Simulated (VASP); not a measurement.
# Si4N (R-3m) in VASP: notebook

The runs below take Si4N through single point, with PBE.

All numbers are computed with VASP 6.6.1; they aren't measurements. Logs are shortened: lines on timing, memory, paths and dates and some standing lists are left out, and cuts for length are marked.

## Step 1: The cell of the first run

The structure is trigonal, space group R-3m (No. 166). The conventional cell has a = 2.768 Å, b = 2.768 Å, c = 33.696 Å, α = 90.00°, β = 90.00°, γ = 120.00°. Within 3.6 Å of Si (site symmetry 3m) lie 3 N at 2.73 Å and 9 Si at 2.77 to 2.79 Å. Within 3.6 Å of Si (site symmetry 3m) lie 12 Si at 2.75 to 2.79 Å. N (site symmetry -3m) has 6 Si at 2.73 Å and 6 N at 2.77 Å within 3.6 Å.

The cell was built from a structure type or drawn by symmetry, and may not be a known phase.

## Step 2: Single point, PBE, collinear spin, ferromagnetic start

Input file INCAR:

```
SYSTEM = Si4N
PREC = Accurate ; ENCUT = 520
EDIFF = 1E-6 ; ISMEAR = 0
SIGMA = 0.1 ; LREAL = .FALSE.
LASPH = .TRUE. ; NELM = 150
ALGO = Normal ; ISIF = 2
LWAVE = .FALSE. ; LCHARG = .FALSE.
ISPIN = 2 ; MAGMOM = 0 0 0 0 1
LORBIT = 11 ; GGA = PE
NBANDS = 22
```

Input file KPOINTS:

```
regular mesh
0
G
  6 6 6
  0 0 0
```

Input file POSCAR:

```
Si4N
1.0
    1.3839876000      0.7990456100     11.2318514100
   -1.3839876000      0.7990456100     11.2318514100
    0.0000000000     -1.5980912200     11.2318514100
Si N
4 1
Direct
    0.3989329900      0.3989329900      0.3989329900
    0.8001909900      0.8001909900      0.8001909900
    0.1998090100      0.1998090100      0.1998090100
    0.6010670100      0.6010670100      0.6010670100
    0.0000000000      0.0000000000      0.0000000000
```

Potentials or basis: VASP PAW PBE potentials, release 64 (Si, N).

Launch:

```
$ cat potpaw_PBE.64/Si/POTCAR potpaw_PBE.64/N/POTCAR > POTCAR
$ mpirun -np 1 vasp_std > vasp.out
```

OUTCAR:

```text
SYSTEM = Si4N
   PREC = Accurate
   ENCUT = 520
   EDIFF = 1E-6
   ISMEAR = 0
   LREAL = .FALSE.
   LASPH = .TRUE.
   NELM = 150
   ISIF = 2
   ISPIN = 2
   LORBIT = 11
   GGA = PE

 ion  position               nearest neighbor table
   1  0.399  0.399  0.399-   2 2.79   2 2.79   2 2.79
   2  0.800  0.800  0.800-   3 2.75   3 2.75   3 2.75   1 2.79   1 2.79   1 2.79
   3  0.200  0.200  0.200-   2 2.75   2 2.75   2 2.75   4 2.79   4 2.79   4 2.79
   4  0.601  0.601  0.601-   3 2.79   3 2.79   3 2.79
   5  0.000  0.000  0.000-

  LATTYP: Found a trigonal (rhomboedric) cell.
 ALAT       =    11.3449716465
 COS(alpha) =     0.9702362559

  Lattice vectors:

 A1 = (   1.3839876000,   0.7990456100,  11.2318514100)
 A2 = (  -1.3839876000,   0.7990456100,  11.2318514100)
 A3 = (   0.0000000000,  -1.5980912200,  11.2318514100)

Analysis of symmetry for initial positions (statically):
=====================================================================
 Subroutine PRICEL returns:
 Original cell was already a primitive cell.

 Routine SETGRP: Setting up the symmetry group for a
 trigonal (rhombohedral) supercell.

 Subroutine GETGRP returns: Found 12 space group operations
 (whereof 12 operations were pure point group operations)
 out of a pool of 12 trial point group operations.

The static configuration has the point symmetry D_3d.

Analysis of symmetry for dynamics (positions and initial velocities):
=====================================================================
 Subroutine PRICEL returns:
 Original cell was already a primitive cell.

 Routine SETGRP: Setting up the symmetry group for a
 trigonal (rhombohedral) supercell.

 Subroutine GETGRP returns: Found 12 space group operations
 (whereof 12 operations were pure point group operations)
 out of a pool of 12 trial point group operations.

The dynamic configuration has the point symmetry D_3d.

Analysis of structural, dynamic, and magnetic symmetry:
=====================================================================
 Subroutine PRICEL returns:
 Original cell was already a primitive cell.

 Routine SETGRP: Setting up the symmetry group for a
 trigonal (rhombohedral) supercell.

 Subroutine GETGRP returns: Found 12 space group operations
 (whereof 12 operations were pure point group operations)
 out of a pool of 12 trial point group operations.

The overall configuration has the point symmetry D_3d.

 Subroutine INISYM returns: Found 12 space group operations
 (whereof 12 operations are pure point group operations),
 and found     1 'primitive' translations

----------------------------------------------------------------------------------------

                                     Primitive cell

  volume of cell :      74.5258

  direct lattice vectors                    reciprocal lattice vectors
     1.383987600  0.799045610 11.231851410     0.361274913  0.208582169  0.029677506
    -1.383987600  0.799045610 11.231851410    -0.361274913  0.208582169  0.029677506
     0.000000000 -1.598091220 11.231851410     0.000000000 -0.417164339  0.029677506

  length of vectors
    11.344971647 11.344971647 11.344971646     0.418218649  0.418218649  0.418218651

  position of ions in fractional coordinates (direct lattice)
     0.398932990  0.398932990  0.398932990
     0.800190990  0.800190990  0.800190990
     0.199809010  0.199809010  0.199809010
     0.601067010  0.601067010  0.601067010
     0.000000000  0.000000000  0.000000000

  ion indices of the primitive-cell ions
   primitive index   ion index
                 1           1
                 2           2
                 3           3
                 4           4
                 5           5

----------------------------------------------------------------------------------------

 KPOINTS: regular mesh

Automatic generation of k-mesh.
 Grid dimensions read from file:
 generate k-points for:    6    6    6

 Generating k-lattice:

  Cartesian coordinates                     Fractional coordinates (reciprocal lattice)
     0.060212486  0.034763695  0.004946251     0.166666667  0.000000000  0.000000000
    -0.060212486  0.034763695  0.004946251     0.000000000  0.166666667  0.000000000
     0.000000000 -0.069527390  0.004946251     0.000000000  0.000000000  0.166666667

  Length of vectors
     0.069703108  0.069703108  0.069703108

  Shift w.r.t. Gamma in fractional coordinates (k-lattice)
     0.000000000  0.000000000  0.000000000

 Subroutine IBZKPT returns following result:
 ===========================================

 Found     32 irreducible k-points:

 Following reciprocal coordinates:
            Coordinates               Weight
  0.000000  0.000000  0.000000      1.000000
  0.166667  0.000000  0.000000      6.000000
  0.333333  0.000000  0.000000      6.000000
  0.500000  0.000000  0.000000      3.000000
  0.166667  0.166667  0.000000      6.000000
  0.333333  0.166667  0.000000     12.000000
[... 16 lines left out ...]
  0.500000  0.500000  0.166667      6.000000
 -0.333333  0.500000  0.166667     12.000000
 [... further k-points ...]
   k-points           NKPTS =     32   k-points in BZ     NKDIM =     32   number of bands    NBANDS=     22
   number of dos      NEDOS =    301   number of ions     NIONS =      5
   total plane-waves  NPLWV = 592704
   dimension x,y,z NGX =    84 NGY =   84 NGZ =   84
   dimension x,y,z NGXF=   168 NGYF=  168 NGZF=  168
   ions per type =               4   1
   NGX,Y,Z   is equivalent  to a cutoff of  12.31, 12.31, 12.31 a.u.
   NGXF,Y,Z  is equivalent  to a cutoff of  24.62, 24.62, 24.62 a.u.
 SYSTEM =  Si4N
   PREC   = accura    normal or accurate (medium, high low for compatibility)
   ISTART =      0    job   : 0-new  1-cont  2-samecut
   ICHARG =      2    charge: 1-file 2-atom 10-const
   ISPIN  =      2    spin polarized calculation?
   LNONCOLLINEAR =      F non collinear calculations
   LSORBIT =      F    spin-orbit coupling
   LASPH  =      T    aspherical Exc in radial PAW
   ENCUT  =  520.0 eV  38.22 Ry    6.18 a.u.  21.09 21.09 21.09*2*pi/ulx,y,z
   NELM   =    150;   NELMIN=  2; NELMDL= -5     # of ELM steps
   EDIFF  = 0.1E-05   stopping-criterion for ELM
   LREAL  =      F    real-space projection
   EDIFFG = 0.1E-04   stopping-criterion for IOM
   NSW    =      0    number of steps for IOM
   IBRION =     -1    ionic relax: 0-MD 1-quasi-New 2-CG
   NFREE  =      0    steps in history (QN), initial steepest desc. (CG)
   ISIF   =      2    stress and relaxation
   ISYM   =      2    0-nonsym 1-usesym 2-fastsym
   POTIM  = 0.5000    time-step for ionic-motion
   TEBEG  =    0.0;   TEEND  =   0.0 temperature during run
   PSTRESS=    0.0 pullay stress
   NELECT =      21.0000    total number of electrons
   NUPDOWN=      -1.0000    fix difference up-down
   EMIN   =  10.00;   EMAX   =-10.00  energy-range for DOS
   EFERMI =   0.00;   METHOD = LEGACY
   ISMEAR =     0;   SIGMA  =   0.10  broadening in eV -4-tet -1-fermi 0-gaus
   EFERMI_NEDOS =   21; number of points for ismear=-14 and -15
   IALGO  =     38    algorithm
   IMIX   =      4    mixing-type and parameters
     AMIX     =   0.40;   BMIX     =  1.00
     AMIX_MAG =   1.60;   BMIX_MAG =  1.00
  volume/ion in A,a.u.               =      14.91       100.58
  Fermi-wavevector in a.u.,A,eV,Ry     =   1.073279  2.028202 15.672918  1.151927
  Thomas-Fermi vector in A             =   2.209073
   LORBIT       =     11    0 simple, 1 ext, 2 COOP (PROOUT), +10 PAW based schemes
   GGA     = PE    functional components
   LHFCALC =     F    Hartree Fock is set to
   AEXX    =    0.0000 exact exchange contribution
   IVDW    =     0    specifies the selected vdW correction
   LEPSILON=     F    determine dielectric tensor
   LRPA    =     F    only Hartree local field effects (RPA)
 spin polarized calculation
 Gauss-broadening in eV      SIGMA  =   0.10
  energy-cutoff  :      520.00
  volume of cell :       74.53
 maximum number of plane-waves:      2024
   NGX = 43   NGY = 43   NGZ = 43

 number of electron      21.0000000 magnetization       0.4973193

 Free energy of the ion-electron system (eV)
  ---------------------------------------------------
  ext. energy  EPLUGINS =         0.00000000
  ---------------------------------------------------
  free energy    TOTEN  =       -23.38474824 eV

  energy without entropy =      -23.37130516  energy(sigma->0) =      -23.37802670

 E-fermi :   7.8271     XC(G=0): -10.7512

 val. band max:        7.8140902386   @ k =  -0.3333   0.5000   0.1667
 cond. band min:       7.8495459275   @ k =  -0.3333   0.5000   0.3333
 fundamental gap:      0.0354556889
 Fermi energy:         7.8271246907

 spin component 1

 k-point     1 :       0.0000    0.0000    0.0000
  band No.  band energies     occupation
      1      -6.8369      1.00000
      2      -5.9018      1.00000
      3      -4.9540      1.00000
      4      -2.7141      1.00000
      5      -1.2358      1.00000
      6       3.2304      1.00000
[... 14 lines left out ...]
     21      18.4084      0.00000
     22      19.0223      0.00000

 k-point     2 :       0.1667    0.0000    0.0000
  band No.  band energies     occupation
      1      -6.3804      1.00000
      2      -5.2501      1.00000
      3      -4.2484      1.00000
      4      -2.0980      1.00000
      5      -0.5293      1.00000
      6       3.7079      1.00000
[... 14 lines left out ...]
     21      16.9930      0.00000
     22      17.3682      0.00000
[... 523 lines left out ...]
     21      15.3653      0.00000
     22      15.7250      0.00000

 k-point    24 :      -0.3333    0.5000    0.1667
  band No.  band energies     occupation
      1      -4.6810      1.00000
      2      -1.2418      1.00000
      3      -0.0500      1.00000
      4       1.3802      1.00000
      5       2.8719      1.00000
      6       3.2338      1.00000
[... 14 lines left out ...]
     21      15.1587      0.00000
     22      17.0490      0.00000

 [... further k-points ...]

 spin component 2

 k-point     1 :       0.0000    0.0000    0.0000
  band No.  band energies     occupation
      1      -6.4098      1.00000
      2      -5.7018      1.00000
      3      -4.9665      1.00000
      4      -2.6244      1.00000
      5      -1.2308      1.00000
      6       3.2715      1.00000
[... 14 lines left out ...]
     21      18.4772      0.00000
     22      19.0086      0.00000

 k-point     2 :       0.1667    0.0000    0.0000
  band No.  band energies     occupation
      1      -5.8459      1.00000
      2      -5.1282      1.00000
      3      -4.2567      1.00000
      4      -2.0250      1.00000
      5      -0.5200      1.00000
      6       3.7620      1.00000
[... 14 lines left out ...]
     21      16.9981      0.00000
     22      17.3666      0.00000
[... 523 lines left out ...]
     21      15.3504      0.00000
     22      15.7163      0.00000

 k-point    24 :      -0.3333    0.5000    0.1667
  band No.  band energies     occupation
      1      -3.8614      1.00000
      2      -1.2531      1.00000
      3      -0.0390      1.00000
      4       1.3777      1.00000
      5       2.8672      1.00000
      6       3.4105      1.00000
[... 14 lines left out ...]
     21      15.1520      0.00000
     22      17.0727      0.00000

 [... further k-points ...]

------------------------ aborting loop because EDIFF is reached ----------------------------------------

  FORCE on cell =-STRESS in cart. coord.  units (eV):
  Direction    XX          YY          ZZ          XY          YZ          ZX
  --------------------------------------------------------------------------------------
  -------------------------------------------------------------------------------------
  Total       -4.1448295     -4.1448294     -6.3105790      0.0000000     -0.0000000      0.0000000
  in kB      -89.1068065    -89.1068058   -135.6667512      0.0000000     -0.0000000      0.0000000
  external PRESSURE =    -104.6267878 kB  Pullay stress =       0.0000000 kB

 VOLUME and BASIS-vectors are now :
 -----------------------------------------------------------------------------
  energy-cutoff  :      520.00
  volume of cell :       74.53
      direct lattice vectors                 reciprocal lattice vectors
     1.383987600  0.799045610 11.231851410     0.361274913  0.208582169  0.029677506
    -1.383987600  0.799045610 11.231851410    -0.361274913  0.208582169  0.029677506
     0.000000000 -1.598091220 11.231851410     0.000000000 -0.417164339  0.029677506

 POSITION                                       TOTAL-FORCE (eV/Angst)
 -----------------------------------------------------------------------------------
      0.00000      0.00000     13.44227         0.000000     -0.000000     -1.928684
      0.00000      0.00000     26.96288         0.000000      0.000000      0.388497
      0.00000      0.00000      6.73268         0.000000      0.000000     -0.388497
      0.00000      0.00000     20.25329         0.000000     -0.000000      1.928684
      0.00000      0.00000      0.00000         0.000000      0.000000     -0.000000
 -----------------------------------------------------------------------------------
    total drift:                               -0.000000     -0.000000      0.000000

  FREE ENERGIE OF THE ION-ELECTRON SYSTEM (eV)
  ---------------------------------------------------
  free  energy   TOTEN  =       -23.3847482440 eV

  energy  without entropy=      -23.3713051641  energy(sigma->0) =      -23.37802670

 total charge

# of ion       s       p       d       tot
------------------------------------------
    1        0.863   0.607   0.000   1.470
    2        0.839   0.690   0.000   1.529
    3        0.839   0.690   0.000   1.529
    4        0.863   0.607   0.000   1.470
    5        1.371   1.934   0.000   3.305
--------------------------------------------------
tot          4.776   4.527   0.000   9.303

 magnetization (x)

# of ion       s       p       d       tot
------------------------------------------
    1        0.005  -0.012   0.000  -0.008
    2       -0.001   0.001   0.000   0.000
    3       -0.001   0.001   0.000   0.000
    4        0.005  -0.012   0.000  -0.008
    5        0.011   0.396   0.000   0.407
--------------------------------------------------
tot          0.019   0.372   0.000   0.391
```

Wall time 21 min (1 thread of Intel Xeon 6975P-C (Granite Rapids), shared host); peak memory 1.4 GiB.

What came out:

* Free energy: -23.3847 eV
* Pressure: -10.5 GPa
* Largest force: 1.929 eV/Å
* Net moment: 0.50 μB per cell
* Site moments: Si -0.01, +0.00 (each value once); N +0.41 μB
* Valence electrons inside the program's atomic spheres: Si 1.47, 1.53 (each value once); N 3.31

Forces on the atoms (eV/Å):
```
Si   0.000  0.000 -1.929
Si   0.000  0.000  0.388
Si   0.000  0.000 -0.388
Si   0.000  0.000  1.929
N    0.000  0.000  0.000
```

Caveat: the k points lie up to 0.44 Å⁻¹ apart; forces of over 1 eV/Å act on the atoms, so gaps and moduli don't describe the material at rest.

(Part 1 of 2 ends here.)
